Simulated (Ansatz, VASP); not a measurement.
# Sb: VASP beside Ansatz

The input INCAR:

```
PREC     = Accurate       # precision mode
ENCUT    = 520            # plane-wave cutoff, eV
EDIFF    = 1E-6           # SCF threshold, eV
ISMEAR   = -1             # smearing method
SIGMA    = 0.05           # smearing width, eV
LREAL    = F              # projectors in reciprocal space
LASPH    = T              # aspherical terms in the spheres
NELM     = 80             # most SCF steps
ALGO     = Normal         # electronic algorithm
ISIF     = 2              # what is computed and relaxed
LWAVE    = F              # write WAVECAR
LCHARG   = F              # write CHGCAR
GGA      = B5             # functional
ALDAX    = 1.0          
AGGAX    = 1.0          
AGGAC    = 1.0          
ALDAC    = 0.0          
NBANDS   = 8              # bands
```

The input KPOINTS:

```
regular mesh
0
Gamma
  12 12 12
```

File POSCAR:

```
Sb
1.0
   -1.5765401831      1.5765401831      2.7119384313
    1.5765401831     -1.5765401831      2.7119384313
    1.5765401831      1.5765401831     -2.7119384313
Sb
1
Direct
    0.0000000000      0.0000000000      0.0000000000
```

Contents of input.yaml:

```yaml
crystal:
  lattice:
    - [-1.5765401831, 1.5765401831, 2.7119384313]
    - [1.5765401831, -1.5765401831, 2.7119384313]
    - [1.5765401831, 1.5765401831, -2.7119384313]
  atoms:
    - { symbol: Sb, position: [0.0, 0.0, 0.0] }
hamiltonian:
  xc: blyp
  pseudopotentials: { kind: paw }
kpoints:
  mp_grid: { grid: [12, 12, 12] }
  band_path:
    path:
      - [[0.0, 0.0, 0.0], [0.0, 0.0, 0.5], [-0.1689742169, 0.1689742169, 0.5], [-0.3344871084, 0.3344871084, 0.3344871084], [0.0, 0.0, 0.0], [0.5, 0.5, -0.5], [0.3344871084, 0.6655128916, -0.3344871084], [0.0, 0.5, 0.0], [0.25, 0.25, 0.25], [0.5, 0.5, -0.1689742169], [0.5, 0.5, -0.5]]
      - [[0.0, 0.0, 0.5], [0.25, 0.25, 0.25]]
    npoints: 14
scf:
  occupations: { method: fermi_dirac, width: 0.05 }
  n_extra_bands: 6
output:
  forces: true
  stress: true
  eigenvalues: true
  fatbands: false
  write_density: true
  write_potential: true
  elf: true
  volumetric_format: npy
```

Alike in both runs: functional BLYP; k mesh 12 × 12 × 12; occupations fermi-dirac, width 0.05 eV; no spin polarisation.

|  | VASP | Ansatz |
| --- | --- | --- |
| version | VASP 6.6.1 | Ansatz 0.2.0 |
| potentials or method | VASP PAW PBE potentials, release 64 (Sb) | Ansatz PAW |
| plane-wave cutoff (eV) | 520 | 420 |
| valence electrons in the cell | 5 | 15 |
| task | single point | band structure |

Ansatz gave:

- gap on the k mesh at the Fermi level (eV): none
- pressure (GPa): 7.4

Task: Which values does VASP return?

Result: gap on the k mesh at the Fermi level (eV): none; pressure (GPa): 7.6.

VASP's potentials were made for PBE, not for BLYP. A gap of «none» marks a metal or a gap that the smearing closes. VASP's potentials hold 5 valence electrons a cell and Ansatz's 15, so a difference there can come from the potentials and not from the codes.

Neither program's run includes spin-orbit coupling.
